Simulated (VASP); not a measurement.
# Si8O15 (a cell with a defect) in VASP: notebook

Runs on Si8O15 (a cell with a defect). Level: LDA. Tasks: single point.

Program: VASP 6.6.1. These are calculated values, not measurements. Logs are shortened: lines on timing, memory, paths and dates and some standing lists are left out, and cuts for length are marked.

## 1. The cell of the first run

The cell holds a defect, 23 atoms: a = 6.758 Å, b = 6.082 Å, c = 6.500 Å, α = 64.87°, β = 54.57°, γ = 60.56°.

## 2. Single point, LDA

INCAR reads:

```
PREC = Accurate
ENCUT = 520
EDIFF = 1E-6
ISMEAR = -1
SIGMA = 0.05
LREAL = Auto
LASPH = T
NELM = 60
ALGO = Normal
ISIF = 2
LWAVE = F
LCHARG = T
LELF = T
LVHAR = T
NBANDS = 78
NELECT = 120.0
```

KPOINTS reads:

```
regular mesh
0
Gamma
  2 2 2
```

POSCAR reads:

```
Si8O15
1.0
    0.0000000000      5.0462000000      4.4946000000
    4.0970000000      0.0000000000      4.4946000000
    4.0970000000      5.0462000000      0.0000000000
Si O
8 15
Direct
    0.2042248166      0.0583355892      0.9632929195
    0.3199015208      0.4709919959      0.0094776160
    0.8444431851      0.9252448850      0.0421829890
    0.1796664479      0.0266925162      0.4911529805
    0.6551184986      0.5724414623      0.4584394262
    0.7887282857      0.9530240393      0.5523259729
    0.2953283587      0.4393610463      0.5373411748
    0.7108282210      0.5446697098      0.9482927017
    0.4179049103      0.5193647021      0.1997138920
    0.2645220432      0.1392713978      0.6292370230
    0.3487240479      0.7146103979      0.5207000732
    0.2498606116      0.2487741946      0.2502668110
    0.0816505284      0.9783165432      0.3009133811
    0.2350414579      0.3584240340      0.8713706938
    0.1508481738      0.7830765358      0.9799046699
    0.8880048295      0.0164918999      0.7323128353
    0.7726380705      0.6527223621      0.1203142501
    0.8653748662      0.2072856598      0.0218749455
    0.9624393842      0.6108000587      0.6461601561
    0.6115629191      0.4811892724      0.7683076766
    0.7269356688      0.8449519297      0.3803058199
    0.6341922588      0.2903992510      0.4787450009
    0.5371226570      0.8868854861      0.8544611090
```

Potentials or basis: VASP PAW LDA potentials, release 64 (Si, O).

Started as:

```console
cat potpaw_LDA.64/Si/POTCAR potpaw_LDA.64/O/POTCAR > POTCAR
mpirun -np 1 vasp_std > vasp.out
```

OUTCAR:

```text
PREC = Accurate
   ENCUT = 520
   EDIFF = 1E-6
   ISMEAR = -1
   LREAL = Auto
   LASPH = T
   NELM = 60
   ISIF = 2
   NELECT = 120.0

 ion  position               nearest neighbor table
   1  0.204  0.058  0.963-  14 1.74  13 1.77  23 1.77  15 1.83  10 1.84  18 1.86   3 2.64   7 2.72
                             2 3.14   6 3.14
   2  0.320  0.471  0.009-  12 1.57  15 1.66  20 1.67  14 1.76   9 1.87   8 2.67   5 2.90   3 3.00
                             1 3.14   4 3.15
   3  0.844  0.925  0.042-  15 1.66  16 1.72  18 1.73  17 1.74  21 1.77   1 2.64   5 2.70   4 2.90
                             2 3.00
   4  0.180  0.027  0.491-  12 1.57  11 1.66  16 1.67  10 1.76  13 1.87   6 2.67   3 2.90   5 3.00
                             7 3.14   2 3.15
   5  0.655  0.572  0.458-  11 1.66  20 1.72  22 1.73  21 1.74  17 1.77   7 2.64   3 2.70   2 2.90
                             4 3.00
   6  0.789  0.953  0.552-  13 1.72  23 1.74  22 1.78  21 1.81  19 1.85  16 1.88   4 2.67   8 2.71
                             1 3.14
   7  0.295  0.439  0.537-  10 1.74   9 1.77  19 1.77  11 1.83  14 1.84  22 1.86   5 2.64   1 2.72
                             4 3.14   8 3.14
   8  0.711  0.545  0.948-   9 1.72  19 1.74  18 1.78  17 1.81  23 1.85  20 1.88   2 2.67   6 2.71
                             7 3.14
   9  0.418  0.519  0.200-   8 1.72   7 1.77   2 1.87
  10  0.265  0.139  0.629-   7 1.74   4 1.76   1 1.84
  11  0.349  0.715  0.521-   4 1.66   5 1.66   7 1.83
  12  0.250  0.249  0.250-   4 1.57   2 1.57
  13  0.082  0.978  0.301-   6 1.72   1 1.77   4 1.87
  14  0.235  0.358  0.871-   1 1.74   2 1.76   7 1.84
  15  0.151  0.783  0.980-   2 1.66   3 1.66   1 1.83
  16  0.888  0.016  0.732-   4 1.67   3 1.72   6 1.88
  17  0.773  0.653  0.120-   3 1.74   5 1.77   8 1.81
  18  0.865  0.207  0.022-   3 1.73   8 1.78   1 1.86
  19  0.962  0.611  0.646-   8 1.74   7 1.77   6 1.85
  20  0.612  0.481  0.768-   2 1.67   5 1.72   8 1.88
  21  0.727  0.845  0.380-   5 1.74   3 1.77   6 1.81
  22  0.634  0.290  0.479-   5 1.73   6 1.78   7 1.86
  23  0.537  0.887  0.854-   6 1.74   1 1.77   8 1.85

  LATTYP: Found a face centered orthorhombic cell.
 ALAT       =     8.1940000000
 B/A-ratio  =     1.0970466195
 C/A-ratio  =     1.2316817183

  Lattice vectors:

 A1 = (   0.0000000000,   5.0462000000,  -4.4946000000)
 A2 = (   4.0970000000,   5.0462000000,   0.0000000000)
 A3 = (   4.0970000000,   0.0000000000,  -4.4946000000)

Analysis of symmetry for initial positions (statically):
=====================================================================
 Subroutine PRICEL returns:
 Original cell was already a primitive cell.

 Routine SETGRP: Setting up the symmetry group for a
 face centered orthorhombic supercell.

[... 151 lines left out ...]
   POTIM  = 0.5000    time-step for ionic-motion
   TEBEG  =    0.0;   TEEND  =   0.0 temperature during run
   PSTRESS=    0.0 pullay stress
   NELECT =     120.0000    total number of electrons
   NUPDOWN=      -1.0000    fix difference up-down
   EMIN   =  10.00;   EMAX   =-10.00  energy-range for DOS
   EFERMI =   0.00;   METHOD = LEGACY
   ISMEAR =    -1;   SIGMA  =   0.05  broadening in eV -4-tet -1-fermi 0-gaus
   EFERMI_NEDOS =   21; number of points for ismear=-14 and -15
   IALGO  =     38    algorithm
   IMIX   =      4    mixing-type and parameters
     AMIX     =   0.40;   BMIX     =  1.00
     AMIX_MAG =   1.60;   BMIX_MAG =  1.00
  volume/ion in A,a.u.               =       8.08        54.53
  Fermi-wavevector in a.u.,A,eV,Ry     =   1.414984  2.673931 27.241296  2.002179
  Thomas-Fermi vector in A             =   2.536469
   LORBIT       =      0    0 simple, 1 ext, 2 COOP (PROOUT), +10 PAW based schemes
   GGA     = CA    functional components
   LHFCALC =     F    Hartree Fock is set to
   AEXX    =    0.0000 exact exchange contribution
   IVDW    =     0    specifies the selected vdW correction
   LEPSILON=     F    determine dielectric tensor
   LRPA    =     F    only Hartree local field effects (RPA)
 non-spin polarized calculation
  energy-cutoff  :      520.00
  volume of cell :      185.85
 maximum number of plane-waves:      5022
   NGX = 25   NGY = 23   NGZ = 25

 number of electron     120.0000006 magnetization

 Free energy of the ion-electron system (eV)
  ---------------------------------------------------
  ext. energy  EPLUGINS =         0.00000000
  ---------------------------------------------------
  free energy    TOTEN  =      -212.43660670 eV

  energy without entropy =     -212.43660670  energy(sigma->0) =     -212.43660670

 E-fermi :   8.8105     XC(G=0): -12.3737

 val. band max:        7.6425844425   @ k =   0.0000   0.0000   0.0000
 cond. band min:      10.7945100843   @ k =   0.0000   0.0000   0.0000
 fundamental gap:      3.1519256418
 Fermi energy:         8.8104932205

 k-point     1 :       0.0000    0.0000    0.0000
  band No.  band energies     occupation
      1     -14.5721      2.00000
      2     -12.6627      2.00000
      3     -12.4100      2.00000
      4     -12.2283      2.00000
      5     -12.0493      2.00000
      6     -11.7650      2.00000
[... 589 lines left out ...]
     71      17.0011      0.00000
     72      17.5081      0.00000
 [bands above 72 left out]

------------------------ aborting loop because EDIFF is reached ----------------------------------------

  FORCE on cell =-STRESS in cart. coord.  units (eV):
  Direction    XX          YY          ZZ          XY          YZ          ZX
  --------------------------------------------------------------------------------------
  -------------------------------------------------------------------------------------
  Total      -29.9143302    -22.5417199    -17.5244546     -6.3008825      5.7524796     -5.8317342
  in kB     -257.8923137   -194.3328256   -151.0788351    -54.3200920     49.5922948    -50.2755507
  external PRESSURE =    -201.1013248 kB  Pullay stress =       0.0000000 kB

 VOLUME and BASIS-vectors are now :
 -----------------------------------------------------------------------------
  energy-cutoff  :      520.00
  volume of cell :      185.85
      direct lattice vectors                 reciprocal lattice vectors
     0.000000000  5.046200000  4.494600000    -0.122040517  0.099084460  0.111244605
     4.097000000  0.000000000  4.494600000     0.122040517 -0.099084460  0.111244605
     4.097000000  5.046200000  0.000000000     0.122040517  0.099084460 -0.111244605

 POSITION                                       TOTAL-FORCE (eV/Angst)
 -----------------------------------------------------------------------------------
      4.18561      5.89153      1.18010        -0.005058      0.158424      0.011451
      1.96848      1.66211      3.55475        -0.098050     -0.076968     -0.030703
      3.96355      4.47409      7.95404         0.137223     -0.031663     -0.024167
      2.12161      3.38509      0.92750         0.095728      0.076640      0.031659
      4.22352      5.61924      5.51739        -0.136383      0.031188      0.024425
      6.16742      6.76723      7.82848        -0.095160     -0.111208      0.053144
[... 15 lines left out ...]
      3.15118      5.61610      4.15567         0.023890      0.073048     -0.011399
      7.13430      7.02221      6.40035         0.002613      0.001402     -0.036830
 -----------------------------------------------------------------------------------
    total drift:                                0.003502      0.006821     -0.000333

  FREE ENERGIE OF THE ION-ELECTRON SYSTEM (eV)
  ---------------------------------------------------
  free  energy   TOTEN  =      -212.4366066984 eV

  energy  without entropy=     -212.4366066983  energy(sigma->0) =     -212.43660670
```

stdout:

```text
POSCAR found type information on POSCAR SiO
 POSCAR found :  2 types and      23 ions
 scaLAPACK will be used
 LDA part: xc-table for (Slater(with rela. corr.)+CA(PZ))
 , standard interpolation
 POSCAR, INCAR and KPOINTS ok, starting setup
 FFT: planning ... GRIDC
 FFT: planning ... GRID_SOFT
 FFT: planning ... GRID
 WAVECAR not read
 entering main loop
 the old and the new charge density differ
 old charge density:   122.00000 new  120.00000
    0.357E+01
```

Wall time 86 s (1 thread of Intel Xeon 6975P-C (Granite Rapids), shared host); peak memory 0.29 GiB.

Results:

```
Free energy   : -212.4366 eV
Largest force : 0.192 eV/Å
```

Forces on the atoms (eV/Å):
```
Si  -0.005  0.158  0.011
Si  -0.098 -0.077 -0.031
Si   0.137 -0.032 -0.024
Si   0.096  0.077  0.032
Si  -0.136  0.031  0.024
Si  -0.095 -0.111  0.053
Si   0.004 -0.159 -0.013
Si   0.095  0.110 -0.051
O    0.069  0.125  0.014
O   -0.019  0.013 -0.002
O   -0.053 -0.003  0.183
O    0.000 -0.001  0.002
O   -0.069 -0.125 -0.016
O    0.018 -0.013  0.002
O    0.053  0.006 -0.184
O    0.043 -0.061 -0.011
O   -0.050 -0.027 -0.001
O   -0.024 -0.073  0.011
O   -0.001  0.000  0.037
O   -0.043  0.060  0.011
O    0.051  0.027  0.001
O    0.024  0.073 -0.011
O    0.003  0.001 -0.037
```

Levels at points of the mesh, in eV from the Fermi level:
| k point | band 58 | band 59 | band 60 | band 61 | band 62 | band 63 |
| --- | --- | --- | --- | --- | --- | --- |
| (0.00, 0.00, 0.00) | -2.12 | -1.85 | -1.17 | 1.98 | 3.63 | 4.98 |
| (0.50, 0.00, 0.00) | -1.92 | -1.84 | -1.35 | 2.98 | 3.12 | 5.43 |
| (0.50, 0.50, 0.50) | -2.07 | -1.89 | -1.59 | 2.57 | 3.94 | 5.60 |
| (0.00, 0.50, 0.00) | -2.02 | -1.91 | -1.51 | 3.14 | 3.32 | 5.63 |
| (0.00, 0.00, 0.50) | -2.06 | -1.87 | -1.34 | 2.71 | 3.62 | 5.66 |
| (0.50, 0.50, 0.00) | -2.11 | -1.78 | -1.59 | 2.75 | 3.74 | 5.70 |
| (0.50, 0.00, 0.50) | -2.10 | -1.87 | -1.31 | 3.10 | 3.20 | 5.62 |
| (0.00, 0.50, 0.50) | -1.80 | -1.80 | -1.52 | 3.23 | 3.36 | 5.96 |

Caveat: the k points lie up to 0.61 Å⁻¹ apart; the cell carries a net charge on a neutralising background, which shifts energy and pressure; the cell is charged against a uniform background, so pressure and absolute levels hang on convention.

(Part 1 of 2 ends here.)
